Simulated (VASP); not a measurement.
# BaTiO3 (Pm-3m) in VASP: notebook, part 2 of 2

VASP 6.6.1. Earlier steps stand in the parts before.

## Step 3: Single point, PBE

This run uses another cell than the first one, of 12.54 Å³/atom, 1.026 times its volume.

INCAR

```
ALGO     = Normal         # electronic algorithm
EDIFF    = 1E-6           # SCF threshold, eV
ENCUT    = 520            # plane-wave cutoff, eV
GGA      = PE             # functional
ISIF     = 2              # what is computed and relaxed
ISMEAR   = 0              # smearing method
LASPH    = True           # aspherical terms in the spheres
LCHARG   = False          # write CHGCAR
LREAL    = False          # projectors in reciprocal space
LWAVE    = False          # write WAVECAR
NBANDS   = 28             # bands
NELM     = 60             # most SCF steps
PREC     = Accurate       # precision mode
SIGMA    = 0.01           # smearing width, eV
```

KPOINTS

```
k-points
0
Gamma
  6 6 6
```

POSCAR

```
BaTiO3
1.0
    3.9723345428      0.0000000000      0.0000000000
    0.0000000000      3.9723345428      0.0000000000
    0.0000000000      0.0000000000      3.9723345428
Ba Ti O
1 1 3
Direct
    0.5000000000      0.5000000000      0.5000000000
    0.0000000000      0.0000000000      0.0000000000
    0.5000000000      0.0000000000      0.0000000000
    0.0000000000      0.5000000000      0.0000000000
    0.0000000000      0.0000000000      0.5000000000
```

Potentials or basis: VASP PAW PBE potentials, release 64 (Ba_sv, Ti_sv, O).

Command:

```console
cat potpaw_PBE.64/Ba_sv/POTCAR potpaw_PBE.64/Ti_sv/POTCAR potpaw_PBE.64/O/POTCAR > POTCAR
mpirun -np 1 vasp_std > vasp.out
```

OUTCAR:

```text
EDIFF = 1E-6
   ENCUT = 520
   GGA = PE
   ISIF = 2
   ISMEAR = 0
   LASPH = True
   LREAL = False
   NELM = 60
   PREC = Accurate

 ion  position               nearest neighbor table
   1  0.500  0.500  0.500-   3 2.81   4 2.81   5 2.81   3 2.81   4 2.81   3 2.81   5 2.81   3 2.81
                             4 2.81   5 2.81   4 2.81   5 2.81   2 3.44   2 3.44   2 3.44   2 3.44
   2  0.000  0.000  0.000-   3 1.99   4 1.99   5 1.99   5 1.99   4 1.99   3 1.99   1 3.44   1 3.44
                             1 3.44   1 3.44   1 3.44   1 3.44   1 3.44   1 3.44
   3  0.500  0.000  0.000-   2 1.99   2 1.99   1 2.81   1 2.81   1 2.81   1 2.81
   4  0.000  0.500  0.000-   2 1.99   2 1.99   1 2.81   1 2.81   1 2.81   1 2.81
   5  0.000  0.000  0.500-   2 1.99   2 1.99   1 2.81   1 2.81   1 2.81   1 2.81

  LATTYP: Found a simple cubic cell.
 ALAT       =     3.9723345428

  Lattice vectors:

 A1 = (   3.9723345428,   0.0000000000,   0.0000000000)
 A2 = (   0.0000000000,   3.9723345428,   0.0000000000)
 A3 = (   0.0000000000,   0.0000000000,   3.9723345428)

Analysis of symmetry for initial positions (statically):
=====================================================================
[... 177 lines left out ...]
 cond. band min:       5.8004306830   @ k =   0.0000   0.0000   0.0000
 fundamental gap:      1.7886650315
 Fermi energy:         4.0831342501

 k-point     1 :       0.0000    0.0000    0.0000
  band No.  band energies     occupation
      1     -52.5316      2.00000
      2     -28.7552      2.00000
      3     -28.7552      2.00000
      4     -28.7552      2.00000
      5     -20.7518      2.00000
      6     -12.9331      2.00000
[... 609 lines left out ...]
     27      11.9304      0.00000
     28      11.9304      0.00000

------------------------ aborting loop because EDIFF is reached ----------------------------------------

  FORCE on cell =-STRESS in cart. coord.  units (eV):
  Direction    XX          YY          ZZ          XY          YZ          ZX
  --------------------------------------------------------------------------------------
  -------------------------------------------------------------------------------------
  Total        3.1922906      3.1922906      3.1922906      0.0000000      0.0000000     -0.0000000
  in kB       81.5972562     81.5972562     81.5972562      0.0000000      0.0000000     -0.0000000
  external PRESSURE =      81.5972562 kB  Pullay stress =       0.0000000 kB

 VOLUME and BASIS-vectors are now :
 -----------------------------------------------------------------------------
  energy-cutoff  :      520.00
  volume of cell :       62.68
      direct lattice vectors                 reciprocal lattice vectors
     3.972334543  0.000000000  0.000000000     0.251741133  0.000000000  0.000000000
     0.000000000  3.972334543  0.000000000     0.000000000  0.251741133  0.000000000
     0.000000000  0.000000000  3.972334543     0.000000000  0.000000000  0.251741133

 POSITION                                       TOTAL-FORCE (eV/Angst)
 -----------------------------------------------------------------------------------
      1.98617      1.98617      1.98617         0.000000      0.000000      0.000000
      0.00000      0.00000      0.00000         0.000000      0.000000      0.000000
      1.98617      0.00000      0.00000         0.000000      0.000000      0.000000
      0.00000      1.98617      0.00000         0.000000      0.000000      0.000000
      0.00000      0.00000      1.98617         0.000000      0.000000      0.000000
 -----------------------------------------------------------------------------------
    total drift:                                0.000000     -0.000000      0.000000

  FREE ENERGIE OF THE ION-ELECTRON SYSTEM (eV)
  ---------------------------------------------------
  free  energy   TOTEN  =       -39.9107626743 eV

  energy  without entropy=      -39.9107626743  energy(sigma->0) =      -39.91076267
```

OSZICAR:

```text
N       E                     dE             d eps       ncg     rms          rms(c)
DAV:   1     0.427788653877E+03    0.42779E+03   -0.20413E+04  1120   0.153E+03
DAV:   2    -0.105573601144E+02   -0.43835E+03   -0.41805E+03  1312   0.418E+02
DAV:   3    -0.491302905069E+02   -0.38573E+02   -0.38274E+02  1332   0.131E+02
DAV:   4    -0.507866860386E+02   -0.16564E+01   -0.16534E+01  1708   0.242E+01
DAV:   5    -0.508272439394E+02   -0.40558E-01   -0.40550E-01  1456   0.322E+00    0.234E+01
DAV:   6    -0.400945021452E+02    0.10733E+02   -0.55280E+01  1512   0.670E+01    0.972E+00
DAV:   7    -0.400338147336E+02    0.60687E-01   -0.88169E+00  1440   0.219E+01    0.672E+00
DAV:   8    -0.398926514122E+02    0.14116E+00   -0.69614E-01  1336   0.745E+00    0.318E+00
DAV:   9    -0.399353841077E+02   -0.42733E-01   -0.25911E-01  1520   0.394E+00    0.143E+00
DAV:  10    -0.399128680532E+02    0.22516E-01   -0.14468E-01  1220   0.410E+00    0.373E-01
DAV:  11    -0.399108084523E+02    0.20596E-02   -0.12475E-02  1440   0.907E-01    0.930E-02
DAV:  12    -0.399110641006E+02   -0.25565E-03   -0.17368E-03  1668   0.341E-01    0.161E-01
DAV:  13    -0.399107603704E+02    0.30373E-03   -0.11136E-03  1432   0.340E-01    0.109E-02
DAV:  14    -0.399107625942E+02   -0.22238E-05   -0.50154E-05  1316   0.567E-02    0.763E-03
DAV:  15    -0.399107638139E+02   -0.12197E-05   -0.56375E-06  1456   0.190E-02    0.106E-02
DAV:  16    -0.399107626011E+02    0.12128E-05   -0.40034E-06  1052   0.204E-02    0.194E-03
DAV:  17    -0.399107626743E+02   -0.73217E-07   -0.19753E-07   688   0.314E-03
   1 F= -.39910763E+02 E0= -.39910763E+02  d E =-.593477E-26
```

stdout:

```text
POSCAR found type information on POSCAR BaTiO
 POSCAR found :  3 types and       5 ions
 scaLAPACK will be used
 LDA part: xc-table for (Slater+PW92), standard interpolation
 POSCAR, INCAR and KPOINTS ok, starting setup
 FFT: planning ... GRIDC
 FFT: planning ... GRID_SOFT
 FFT: planning ... GRID
 WAVECAR not read
 entering main loop
```

Run time: 18 s. Hardware: 1 thread of Intel Xeon 6975P-C (Granite Rapids), shared host; peak memory 0.18 GiB.

What came out:

```
Free energy            : -39.9108 eV
Pressure               : 8.2 GPa
Band gap on the k mesh : 1.79 eV, indirect (least direct gap 1.91 eV)
```

Caveat: spin-orbit coupling is left out, which moves the levels of the heavy elements. As with any semilocal functional, this PBE gap is likely too small.
